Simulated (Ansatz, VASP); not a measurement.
**Two plane-wave programs on Pb**

```
CELL_PARAMETERS angstrom
3.54771 0.00000 0.00000
-1.77385 3.07240 0.00000
0.00000 0.00000 11.57137
ATOMIC_POSITIONS crystal
Pb 0.66667 0.33333 0.75000
Pb 0.00000 0.00000 0.50000
Pb 0.33333 0.66667 0.25000
Pb 0.00000 0.00000 0.00000
```

Alike in both runs: task single point; functional r2SCAN; k mesh 9 × 9 × 3; occupations fermi-dirac, width 0.05 eV; no spin polarisation.

|  | VASP | Ansatz |
| --- | --- | --- |
| version | VASP 6.6.1 | Ansatz 0.2.0 |
| potentials or method | VASP PAW PBE potentials, release 64 (Pb_d) | Ansatz PAW |
| plane-wave cutoff (eV) | 520 | 500 |
| valence electrons in the cell | 56 | 56 |

|  | VASP | Ansatz | Ansatz less VASP |
| --- | --- | --- | --- |
| gap on the k mesh at the Fermi level (eV) | none | none | - |
| pressure (GPa) | -0.8 | -0.7 | +0.01 |
| traceless stress, the component that is largest in VASP (GPa) | 0.33 | 0.33 | +0.005 |

VASP's potentials were made for PBE, not for r2SCAN. A gap of «none» marks a metal or a gap that the smearing closes.

Neither program's run includes spin-orbit coupling.
